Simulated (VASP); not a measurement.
# BN (I-4m2) in VASP: further runs

BN is run at these levels: r2SCAN; tasks: single point.

All numbers are computed with VASP 6.6.1; they aren't measurements. Logs are shortened: lines on timing, memory, paths and dates and some standing lists are left out, and cuts for length are marked.

### 1 The cell of the first run

Symmetry: I-4m2, No. 119, tetragonal system. Conventional cell: a = 2.527 Å, b = 2.527 Å, c = 3.625 Å, α = 90.00°, β = 90.00°, γ = 90.00°. Within 2.1 Å of B (site symmetry -4m2) lie 4 N at 1.55 Å. N (site symmetry -4m2) has 4 B at 1.55 Å within 2.1 Å.

### 2 Single point, r2SCAN (epitaxial xy strain -1.0%)

Contents of POSCAR:

```
BN
1.0
    0.0000000000      1.7867772104      1.8125564011
    1.7867772104      0.0000000000      1.8125564011
    1.7867772104      1.7867772104      0.0000000000
B N
1 1
Direct
    0.0000000000      0.0000000000      0.0000000000
    0.2500000000      0.2500000000      0.2500000000
```

Contents of INCAR.step1:

```
  PREC = Accurate
  ENCUT = 520
  ISMEAR = 0
  SIGMA = 0.01
  LREAL = False
  LASPH = True
  NELM = 60
  NBANDS = 11
  GGA = PE
  ALGO = Normal
  EDIFF = 1E-4
  LWAVE = True
  LCHARG = False
```

Contents of INCAR.step2:

```
  PREC = Accurate
  ENCUT = 520
  EDIFF = 1E-7
  ISMEAR = 0
  SIGMA = 0.01
  LREAL = False
  LASPH = True
  NELM = 60
  ALGO = Normal
  ISIF = 2
  LWAVE = False
  LCHARG = True
  METAGGA = R2SCAN
  LMIXTAU = True
  LELF = True
  LVHAR = True
  NBANDS = 11
  ISTART = 1
```

Contents of KPOINTS:

```
regular mesh
0
Gamma
  12 12 12
```

Potentials or basis: VASP PAW PBE potentials, release 64 (B, N).

On the command line:

```sh
> cat potpaw_PBE.64/B/POTCAR potpaw_PBE.64/N/POTCAR > POTCAR
> cp INCAR.step1 INCAR
> mpirun -np 1 vasp_std > vasp.out
> cp INCAR.step2 INCAR
> mpirun -np 1 vasp_std > vasp.out
```

OUTCAR:

```text
PREC = Accurate
   ENCUT = 520
   EDIFF = 1E-7
   ISMEAR = 0
   LREAL = False
   LASPH = True
   NELM = 60
   ISIF = 2
   METAGGA = R2SCAN
   ISTART = 1

 ion  position               nearest neighbor table
   1  0.000  0.000  0.000-   2 1.55   2 1.55   2 1.55   2 1.55
   2  0.250  0.250  0.250-   1 1.55   1 1.55   1 1.55   1 1.55

  LATTYP: Found a body centered tetragonal cell.
 ALAT       =     2.5268845639
 C/A-ratio  =     1.4346174946

  Lattice vectors:

 A1 = (  -1.7867772104,   0.0000000000,   1.8125564011)
 A2 = (   1.7867772104,   0.0000000000,   1.8125564011)
 A3 = (   0.0000000000,   1.7867772104,  -1.8125564011)

Analysis of symmetry for initial positions (statically):
=====================================================================
 Subroutine PRICEL returns:
 Original cell was already a primitive cell.

 Routine SETGRP: Setting up the symmetry group for a
 body centered tetragonal supercell.

 Subroutine GETGRP returns: Found  8 space group operations
 (whereof  8 operations were pure point group operations)
 out of a pool of 16 trial point group operations.

The static configuration has the point symmetry D_2d.

Analysis of symmetry for dynamics (positions and initial velocities):
=====================================================================
 Subroutine PRICEL returns:
 Original cell was already a primitive cell.

 Routine SETGRP: Setting up the symmetry group for a
 body centered tetragonal supercell.

 Subroutine GETGRP returns: Found  8 space group operations
 (whereof  8 operations were pure point group operations)
 out of a pool of 16 trial point group operations.

The dynamic configuration has the point symmetry D_2d.

 Subroutine INISYM returns: Found  8 space group operations
 (whereof  8 operations are pure point group operations),
 and found     1 'primitive' translations

----------------------------------------------------------------------------------------

                                     Primitive cell

  volume of cell :      11.5734

  direct lattice vectors                    reciprocal lattice vectors
     0.000000000  1.786777210  1.812556401    -0.279833433  0.279833433  0.275853485
     1.786777210  0.000000000  1.812556401     0.279833433 -0.279833433  0.275853485
     1.786777210  1.786777210  0.000000000     0.279833433  0.279833433 -0.275853485

  length of vectors
     2.545178482  2.545178482  2.526884564     0.482398844  0.482398844  0.482398844

  position of ions in fractional coordinates (direct lattice)
     0.000000000  0.000000000  0.000000000
     0.250000000  0.250000000  0.250000000

  ion indices of the primitive-cell ions
   primitive index   ion index
                 1           1
                 2           2

----------------------------------------------------------------------------------------

 KPOINTS: regular mesh

Automatic generation of k-mesh.
 Grid dimensions read from file:
 generate k-points for:   12   12   12

 Generating k-lattice:

  Cartesian coordinates                     Fractional coordinates (reciprocal lattice)
    -0.023319453  0.023319453  0.022987790     0.083333333  0.000000000  0.000000000
     0.023319453 -0.023319453  0.022987790     0.000000000  0.083333333  0.000000000
     0.023319453  0.023319453 -0.022987790     0.000000000  0.000000000  0.083333333

  Length of vectors
     0.040199904  0.040199904  0.040199904

  Shift w.r.t. Gamma in fractional coordinates (k-lattice)
     0.000000000  0.000000000  0.000000000

 Subroutine IBZKPT returns following result:
 ===========================================

 Found    163 irreducible k-points:

 Following reciprocal coordinates:
            Coordinates               Weight
  0.000000  0.000000  0.000000      1.000000
  0.083333  0.000000  0.000000      8.000000
  0.166667  0.000000  0.000000      8.000000
  0.250000  0.000000  0.000000      8.000000
  0.333333  0.000000  0.000000      8.000000
  0.416667  0.000000  0.000000      8.000000
[... 16 lines left out ...]
  0.500000  0.166667  0.000000      8.000000
 -0.416667  0.166667  0.000000      8.000000
 [... further k-points ...]
   k-points           NKPTS =    163   k-points in BZ     NKDIM =    163   number of bands    NBANDS=     11
   number of dos      NEDOS =    301   number of ions     NIONS =      2
   total plane-waves  NPLWV =   8000
   dimension x,y,z NGX =    20 NGY =   20 NGZ =   20
   dimension x,y,z NGXF=    40 NGYF=   40 NGZF=   40
   ions per type =               1   1
   NGX,Y,Z   is equivalent  to a cutoff of  13.06, 13.06, 13.16 a.u.
   NGXF,Y,Z  is equivalent  to a cutoff of  26.13, 26.13, 26.32 a.u.
 SYSTEM =  unknown system
   PREC   = accura    normal or accurate (medium, high low for compatibility)
   ISTART =      1    job   : 0-new  1-cont  2-samecut
   ICHARG =      0    charge: 1-file 2-atom 10-const
   ISPIN  =      1    spin polarized calculation?
   LNONCOLLINEAR =      F non collinear calculations
   LSORBIT =      F    spin-orbit coupling
   LASPH  =      T    aspherical Exc in radial PAW
   ENCUT  =  520.0 eV  38.22 Ry    6.18 a.u.   4.73  4.73  4.70*2*pi/ulx,y,z
   NELM   =     60;   NELMIN=  2; NELMDL=  0     # of ELM steps
   EDIFF  = 0.1E-06   stopping-criterion for ELM
   LREAL  =      F    real-space projection
   EDIFFG = 0.1E-05   stopping-criterion for IOM
   NSW    =      0    number of steps for IOM
   IBRION =     -1    ionic relax: 0-MD 1-quasi-New 2-CG
   NFREE  =      0    steps in history (QN), initial steepest desc. (CG)
   ISIF   =      2    stress and relaxation
   ISYM   =      2    0-nonsym 1-usesym 2-fastsym
   POTIM  = 0.5000    time-step for ionic-motion
   TEBEG  =    0.0;   TEEND  =   0.0 temperature during run
   PSTRESS=    0.0 pullay stress
   NELECT =       8.0000    total number of electrons
   NUPDOWN=      -1.0000    fix difference up-down
   EMIN   =  10.00;   EMAX   =-10.00  energy-range for DOS
   EFERMI =   0.00;   METHOD = LEGACY
   ISMEAR =     0;   SIGMA  =   0.01  broadening in eV -4-tet -1-fermi 0-gaus
   EFERMI_NEDOS =   21; number of points for ismear=-14 and -15
   IALGO  =     38    algorithm
   IMIX   =      4    mixing-type and parameters
     AMIX     =   0.40;   BMIX     =  1.00
     AMIX_MAG =   1.60;   BMIX_MAG =  1.00
  volume/ion in A,a.u.               =       5.79        39.05
  Fermi-wavevector in a.u.,A,eV,Ry     =   1.447496  2.735371 28.507536  2.095245
  Thomas-Fermi vector in A             =   2.565444
   LORBIT       =      0    0 simple, 1 ext, 2 COOP (PROOUT), +10 PAW based schemes
   METAGGA = R2SCAN    functional components
   LHFCALC =     F    Hartree Fock is set to
   AEXX    =    0.0000 exact exchange contribution
   IVDW    =     0    specifies the selected vdW correction
   LEPSILON=     F    determine dielectric tensor
   LRPA    =     F    only Hartree local field effects (RPA)
 non-spin polarized calculation
 Gauss-broadening in eV      SIGMA  =   0.01
  energy-cutoff  :      520.00
  volume of cell :       11.57
 maximum number of plane-waves:       331
   NGX =  9   NGY =  9   NGZ =  9

 number of electron       7.9999998 magnetization

 Free energy of the ion-electron system (eV)
  ---------------------------------------------------
  ext. energy  EPLUGINS =         0.00000000
  ---------------------------------------------------
  free energy    TOTEN  =       -19.16284785 eV

  energy without entropy =      -19.16284785  energy(sigma->0) =      -19.16284785

 E-fermi :   7.6114     XC(G=0): -13.7544

 val. band max:        7.5441742618   @ k =   0.0000   0.0000   0.0000
 cond. band min:      12.4096153727   @ k =   0.5000   0.0000   0.5000
 fundamental gap:      4.8654411109
 Fermi energy:         7.6113710629

 k-point     1 :       0.0000    0.0000    0.0000
  band No.  band energies     occupation
      1     -14.0341      2.00000
      2       7.3944      2.00000
      3       7.5442      2.00000
      4       7.5442      2.00000
      5      17.0874      0.00000
      6      17.0874      0.00000
      7      17.1911      0.00000
      8      18.9057      0.00000
      9      34.0308      0.00000
     10      36.0742      0.00000
     11      36.8763      0.00000

 k-point     2 :       0.0833    0.0000    0.0000
  band No.  band energies     occupation
      1     -13.8561      2.00000
      2       6.5239      2.00000
      3       7.2536      2.00000
      4       7.3600      2.00000
      5      17.3239      0.00000
      6      17.3844      0.00000
      7      17.4974      0.00000
      8      19.4806      0.00000
      9      33.7473      0.00000
     10      34.0658      0.00000
     11      34.6251      0.00000

 k-point     3 :       0.1667    0.0000    0.0000
  band No.  band energies     occupation
      1     -13.3293      2.00000
      2       4.3041      2.00000
      3       6.7701      2.00000
      4       6.9105      2.00000
      5      17.6967      0.00000
      6      18.0798      0.00000
      7      18.1516      0.00000
      8      20.8827      0.00000
      9      32.4562      0.00000
     10      32.9248      0.00000
     11      33.1941      0.00000

 k-point     4 :       0.2500    0.0000    0.0000
  band No.  band energies     occupation
      1     -12.4797      2.00000
      2       1.6928      2.00000
      3       6.2145      2.00000
      4       6.3907      2.00000
      5      18.0092      0.00000
      6      18.7535      0.00000
      7      18.7658      0.00000
      8      22.3184      0.00000
      9      32.1297      0.00000
     10      32.4464      0.00000
     11      32.6457      0.00000
[... 239 lines left out ...]
 k-point    22 :       0.4167    0.1667    0.0000
  band No.  band energies     occupation
      1     -10.4776      2.00000
      2      -1.1193      2.00000
      3       4.0502      2.00000
      4       4.4801      2.00000
      5      16.9113      0.00000
      6      20.8720      0.00000
      7      21.5224      0.00000
      8      22.5489      0.00000
      9      29.3445      0.00000
     10      35.4674      0.00000
     11      37.6116      0.00000

 k-point    23 :       0.5000    0.1667    0.0000
  band No.  band energies     occupation
      1      -9.4710      2.00000
      2      -2.7561      2.00000
      3       3.4164      2.00000
      4       4.5662      2.00000
      5      17.2838      0.00000
      6      20.7993      0.00000
      7      21.2484      0.00000
      8      23.9779      0.00000
      9      29.8411      0.00000
     10      35.7490      0.00000
     11      36.8194      0.00000

 k-point    24 :      -0.4167    0.1667    0.0000
  band No.  band energies     occupation
      1      -9.2530      2.00000
      2      -3.0719      2.00000
      3       2.9948      2.00000
      4       4.9051      2.00000
      5      17.7793      0.00000
      6      20.6508      0.00000
      7      20.8080      0.00000
      8      24.5712      0.00000
      9      30.2486      0.00000
     10      34.3450      0.00000
     11      36.1342      0.00000

 [... further k-points ...]
[... 5 lines left out ...]
  --------------------------------------------------------------------------------------
  -------------------------------------------------------------------------------------
  Total        0.7788928      0.7788928      0.0859611      0.0000000      0.0000000      0.0000000
  in kB      107.8266089    107.8266089     11.9000914      0.0000000      0.0000000      0.0000000
  external PRESSURE =      75.8511031 kB  Pullay stress =       0.0000000 kB

 VOLUME and BASIS-vectors are now :
 -----------------------------------------------------------------------------
  energy-cutoff  :      520.00
  volume of cell :       11.57
      direct lattice vectors                 reciprocal lattice vectors
     0.000000000  1.786777210  1.812556401    -0.279833433  0.279833433  0.275853485
     1.786777210  0.000000000  1.812556401     0.279833433 -0.279833433  0.275853485
     1.786777210  1.786777210  0.000000000     0.279833433  0.279833433 -0.275853485

 POSITION                                       TOTAL-FORCE (eV/Angst)
 -----------------------------------------------------------------------------------
      0.00000      0.00000      0.00000         0.000000      0.000000      0.000000
      0.89339      0.89339      0.90628        -0.000000     -0.000000     -0.000000
 -----------------------------------------------------------------------------------
    total drift:                               -0.000000     -0.000000      0.000001

  FREE ENERGIE OF THE ION-ELECTRON SYSTEM (eV)
  ---------------------------------------------------
  free  energy   TOTEN  =       -19.1628478459 eV

  energy  without entropy=      -19.1628478459  energy(sigma->0) =      -19.16284785
```

Run time: 61 s. Hardware: 1 thread of Intel Xeon 6975P-C, shared host; peak memory 0.14 GiB.

What came out:

* Free energy: -19.1628 eV
* Pressure: 7.6 GPa
* Band gap on the k mesh: 4.87 eV, indirect (least direct gap 9.54 eV)

Caveat: the cell differs from its parent crystal (epitaxial xy strain -1.0%); the PAW data sets were made with another functional, which shifts forces and pressure a little.

### 3 Single point, r2SCAN (epitaxial xy strain +1.0%)

Contents of POSCAR:

```
BN
1.0
    0.0000000000      1.8228737197      1.7971376930
    1.8228737197      0.0000000000      1.7971376930
    1.8228737197      1.8228737197      0.0000000000
B N
1 1
Direct
    0.0000000000      0.0000000000      0.0000000000
    0.2500000000      0.2500000000      0.2500000000
```

Contents of INCAR.step1:

```
SYSTEM = BN
ALGO     = Normal         ! electronic algorithm
EDIFF    = 1E-4           ! SCF threshold, eV
ENCUT    = 520            ! plane-wave cutoff, eV
GGA      = PE             ! functional
ISMEAR   = 0              ! smearing method
LASPH    = .TRUE.         ! aspherical terms in the spheres
LCHARG   = .FALSE.        ! write CHGCAR
LREAL    = .FALSE.        ! projectors in reciprocal space
LWAVE    = .TRUE.         ! write WAVECAR
NBANDS   = 11             ! bands
NELM     = 100            ! most SCF steps
PREC     = Accurate       ! precision mode
SIGMA    = 0.01           ! smearing width, eV
```

Contents of INCAR.step2:

```
SYSTEM = BN
ALGO     = Normal         ! electronic algorithm
EDIFF    = 1E-7           ! SCF threshold, eV
ENCUT    = 520            ! plane-wave cutoff, eV
ISIF     = 2              ! what is computed and relaxed
ISMEAR   = 0              ! smearing method
ISTART   = 1            
LASPH    = .TRUE.         ! aspherical terms in the spheres
LCHARG   = .FALSE.        ! write CHGCAR
LMIXTAU  = .TRUE.       
LREAL    = .FALSE.        ! projectors in reciprocal space
LWAVE    = .FALSE.        ! write WAVECAR
METAGGA  = R2SCAN         ! meta-GGA
NBANDS   = 11             ! bands
NELM     = 100            ! most SCF steps
PREC     = Accurate       ! precision mode
SIGMA    = 0.01           ! smearing width, eV
```

Contents of KPOINTS:

```
k-points
0
G
  12 12 12
  0 0 0
```

Potentials or basis: VASP PAW PBE potentials, release 64 (B, N).

On the command line:

```sh
> cat potpaw_PBE.64/B/POTCAR potpaw_PBE.64/N/POTCAR > POTCAR
> cp INCAR.step1 INCAR
> mpirun -np 1 vasp_std > vasp.out
> cp INCAR.step2 INCAR
> mpirun -np 1 vasp_std > vasp.out
```

Wall time 63 s (1 thread of Intel Xeon 6975P-C, shared host); peak memory 0.13 GiB.

Results (log left out):

```
Free energy            : -19.1667 eV
Pressure               : -4.9 GPa
Band gap on the k mesh : 4.71 eV, indirect (least direct gap 9.31 eV)
```

Stress tensor (GPa, compression positive):
```
-7.83  0.00  0.00
 0.00 -7.83  0.00
 0.00  0.00  1.03
```

Levels at points of the mesh, in eV from the valence-band top:
```
           k point  band 1  band 2  band 3  band 4  band 5  band 6  band 7  band 8  band 9
(0.00, 0.00, 0.00)  -21.25   -0.14   -0.14    0.00    9.31    9.41    9.41   10.78   25.82
(0.50, 0.00, 0.00)  -17.01  -11.07   -2.20   -1.97   10.47   11.23   11.47   16.19   24.61
(0.50, 0.50, 0.00)  -15.50   -9.20   -5.26   -5.26    4.71    9.43   19.01   19.01   22.10
(0.50, 0.00, 0.50)  -15.66   -9.41   -5.07   -5.06    4.95    9.77   18.86   19.07   21.80
```

Caveat: the cell differs from its parent crystal (epitaxial xy strain +1.0%); the PAW data sets were made with another functional, which shifts forces and pressure a little. A k mesh can miss the band edges.

### 4 Single point, r2SCAN (epitaxial xy strain +2.0%)

Contents of POSCAR:

```
BN
1.0
    0.0000000000      1.8409219743      1.7893037102
    1.8409219743      0.0000000000      1.7893037102
    1.8409219743      1.8409219743      0.0000000000
B N
1 1
Direct
    0.0000000000      0.0000000000      0.0000000000
    0.2500000000      0.2500000000      0.2500000000
```

Contents of INCAR.step1:

```
SYSTEM = BN
  ALGO = Normal
  EDIFF = 1E-4
  ENCUT = 520
  GGA = PE
  ISMEAR = 0
  LASPH = .True.
  LCHARG = .False.
  LREAL = .False.
  LWAVE = .True.
  NBANDS = 11
  NELM = 60
  PREC = Accurate
  SIGMA = 0.01
```

Contents of INCAR.step2:

```
SYSTEM = BN
  ALGO = Normal
  EDIFF = 1E-6
  ENCUT = 520
  ISIF = 2
  ISMEAR = 0
  ISTART = 1
  LASPH = .True.
  LCHARG = .False.
  LMIXTAU = .True.
  LREAL = .False.
  LWAVE = .False.
  METAGGA = R2SCAN
  NBANDS = 11
  NELM = 60
  PREC = Accurate
  SIGMA = 0.01
```

Contents of KPOINTS:

```
k-points
0
Gamma
  12 12 12
  0 0 0
```

On the command line:

```sh
> cat potpaw_PBE.64/B/POTCAR potpaw_PBE.64/N/POTCAR > POTCAR
> cp INCAR.step1 INCAR
> mpirun -np 1 vasp_std > vasp.out
> cp INCAR.step2 INCAR
> mpirun -np 1 vasp_std > vasp.out
```

Wall time 53 s (1 thread of Intel Xeon 6975P-C, shared host); peak memory 0.13 GiB.

The run converged. Its results:

| Property | Result |
| --- | --- |
| Free energy | -19.1490 eV |
| Pressure | -10.4 GPa |
| Band gap on the k mesh | 4.45 eV, indirect (least direct gap 9.09 eV) |

Stress tensor (GPa, compression positive):
```
-16.15   0.00   0.00
  0.00 -16.15   0.00
  0.00   0.00   0.96
```

Levels at points of the mesh, in eV from the valence-band top:
```tsv
k point	band 2	band 3	band 4	band 5	band 6	band 7
(0.00, 0.00, 0.00)	-0.27	-0.27	0.00	9.09	9.29	9.29
(0.50, 0.00, 0.00)	-11.01	-2.36	-1.93	10.05	10.98	11.50
(0.50, 0.50, 0.00)	-9.04	-5.40	-5.40	4.45	9.02	18.70
(0.50, 0.00, 0.50)	-9.46	-5.02	-5.00	4.93	9.71	18.39
```

Caveat: the cell differs from its parent crystal (epitaxial xy strain +2.0%); the PAW data sets were made with another functional, which shifts forces and pressure a little. A k mesh can miss the band edges.

### 5 The runs side by side

```tsv
cell	gap on the mesh (eV)	pressure (GPa)
a = 2.545, b = 2.545, c = 2.527 Å, angles 60.2, 60.2, 59.5°, 2 atoms	4.87	7.6
a = 2.560, b = 2.560, c = 2.578 Å, angles 59.8, 59.8, 60.5°, 2 atoms	4.71	-4.9
a = 2.567, b = 2.567, c = 2.603 Å, angles 59.5, 59.5, 60.9°, 2 atoms	4.45	-10.4
```

Alike in all rows: task single point; level r2SCAN; potentials or basis VASP PAW PBE potentials, release 64 (B, N); no spin polarisation; k mesh 12 × 12 × 12; cutoff (eV) 520; smearing gaussian 0.01 eV.

Caveats: the PAW data sets were made with another functional, which shifts forces and pressure a little.

Total energies depend on the potentials used, so only differences within one code and one set of settings carry meaning.
